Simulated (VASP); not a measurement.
Wanted: the native input for a VASP 6.6.1 run.

```yaml
Task: single point
Functional: PBE
Potentials_or_basis: VASP PAW PBE potentials, release 64 (Hf_pv, O)
Cutoff: 600 eV
k_mesh: 6 × 6 × 6
Occupations: gaussian, width 0.02 eV
Spin: no spin polarisation
Dipole_correction: no
Further_INCAR_settings: ALGO = Normal; EDIFF = 1e-06; NBANDS = 31
```

The structure of HfO2 lies in POSCAR:

```
HfO2
1.0
    3.8676348174      0.0000000000      0.0000000000
    0.0000000000      3.8676348174      0.0000000000
    0.0000000000      0.0000000000      5.1599213009
Hf O
2 4
Direct
    0.0000000000      0.0000000000      0.0000000000
    0.5000000000      0.5000000000      0.5000000000
    0.0000000000      0.5000000000      0.3211713050
    0.5000000000      0.0000000000      0.1788286950
    0.5000000000      1.0000000000      0.6788286950
    0.0000000000      0.5000000000      0.8211713050
```

One way to write it, as run:

INCAR

```
SYSTEM = HfO2
ALGO = Normal ; EDIFF = 1E-6
ENCUT = 600 ; GGA = PE
GGA_COMPAT = .FALSE. ; ISIF = 2
ISMEAR = 0 ; LASPH = .TRUE.
LCHARG = .FALSE. ; LREAL = .FALSE.
LWAVE = .FALSE. ; NBANDS = 31
NELM = 120 ; PREC = Accurate
SIGMA = 0.02
```

KPOINTS

```
k-points
0
G
  6 6 6
  0 0 0
```

Potentials or basis: VASP PAW PBE potentials, release 64 (Hf_pv, O).

Run with:

```bash
$ cat potpaw_PBE.64/Hf_pv/POTCAR potpaw_PBE.64/O/POTCAR > POTCAR
$ mpirun -np 1 vasp_std > vasp.out
```

It gave:

The pressure is -23.6 GPa, the largest force is 0.053 eV/Å and the band gap on the k mesh is 3.27 eV (least direct gap 3.32 eV).

Caveat: the cell stands under tension; spin-orbit coupling is left out, which moves the levels of the heavy elements.

It took 3 min on 1 thread of AMD EPYC 7R13, with other jobs on the host, peak memory 0.22 GiB.
